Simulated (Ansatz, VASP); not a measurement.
## Two plane-wave programs on SnO

```
Sn O
1.0
     3.36126    0.00000    0.00000
    -1.68063    2.91094    0.00000
     0.00000    0.00000    9.19163
Sn O
2 2
Direct
  0.33333 0.66667 0.99406
  0.66667 0.33333 0.49406
  0.33333 0.66667 0.38094
  0.66667 0.33333 0.88094
```

Alike in both runs: task single point; functional PBE; k mesh 9 × 9 × 2; no spin polarisation.

```csv
,VASP,Ansatz
version,VASP 6.6.1,Ansatz 0.2.0
potentials or method,"VASP PAW PBE potentials, release 64 (Sn_d, O)","plane waves, PAW"
plane-wave cutoff (eV),520,420
occupations,"gaussian, width 0.01 eV",fixed
valence electrons in the cell,40,40
```

VASP gave:

```
gap on the k mesh at the Fermi level (eV) : 1.46
pressure (GPa)                            : 0.2
rms of the force components (eV/Å)        : 0.035
```

Q: What did Ansatz give for the same quantities?

A: gap on the k mesh at the Fermi level (eV): 1.48; pressure (GPa): 0.0; rms of the force components (eV/Å): 0.000.

Atom by atom the forces differ by 0.034 eV/Å (rms over components).
